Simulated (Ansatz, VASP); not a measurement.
One calculation of MgO, two programs

```
Mg O
1.0
     0.00000    1.99122    1.99122
     1.99122    0.00000    1.99122
     1.99122    1.99122    0.00000
Mg O
1 1
Direct
  0.00000 0.00000 0.00000
  0.50000 0.50000 0.50000
```

Change from the starting cell: volume scaled by 0.96, ions relaxed.

Alike in both runs: functional PBE; k mesh 13 × 13 × 13; occupations fermi-dirac, width 0.02 eV; no spin polarisation.

Ansatz relaxed the structure, and its values are those at the end. VASP's run is a single point on that final structure, the one shown.

|  | VASP | Ansatz |
| --- | --- | --- |
| version | VASP 6.6.1 | Ansatz 0.2.0 |
| potentials or method | VASP PAW PBE potentials, release 64 (Mg, O) | plane-wave PAW, scalar-relativistic |
| plane-wave cutoff (eV) | 600 | 420 |
| valence electrons in the cell | 8 | 16 |

```tsv
	VASP	Ansatz	Ansatz less VASP
gap on the k mesh at the Fermi level (eV)	6.55	6.55	+0.006
pressure (GPa)	43.5	44.3	+0.82
```

Both programs put the cell under a high pressure, so it lies far from rest at this level. With one functional, cell and mesh, what is left measures potentials, basis and numerics. VASP's potentials hold 8 valence electrons a cell and Ansatz's 16, so a difference there can come from the potentials and not from the codes. Ansatz's warnings: stress scf threshold loose.
